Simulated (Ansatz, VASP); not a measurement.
SnTe3 in VASP and in Ansatz

```xyz
4
Lattice="0.0000 3.7824 3.7824 3.7824 0.0000 3.7824 3.7824 3.7824 0.0000" Properties=species:S:1:pos:R:3 pbc="T T T"
Te    3.7824    3.7824    3.7824
Te    5.6736    5.6736    5.6736
Te    1.8912    1.8912    1.8912
Sn    0.0000    0.0000    0.0000
```

Alike in both runs: task single point; functional r2SCAN; k mesh 6 × 6 × 6; occupations fermi-dirac, width 0.05 eV; no spin polarisation.

|  | VASP | Ansatz |
| --- | --- | --- |
| version | VASP 6.6.1 | Ansatz 0.2.0 |
| potentials or method | VASP PAW PBE potentials, release 64 (Te, Sn_d) | Ansatz PAW |
| plane-wave cutoff (eV) | 520 | 500 |
| valence electrons in the cell | 32 | 62 |

|  | VASP | Ansatz | Ansatz less VASP |
| --- | --- | --- | --- |
| gap on the k mesh at the Fermi level (eV) | none | none | - |
| pressure (GPa) | 3.5 | 3.6 | +0.03 |

VASP's potentials were made for PBE, not for r2SCAN. A gap of «none» marks a metal or a gap that the smearing closes. VASP's potentials hold 32 valence electrons a cell and Ansatz's 62, so a difference there can come from the potentials and not from the codes.

Spin-orbit coupling is off throughout.
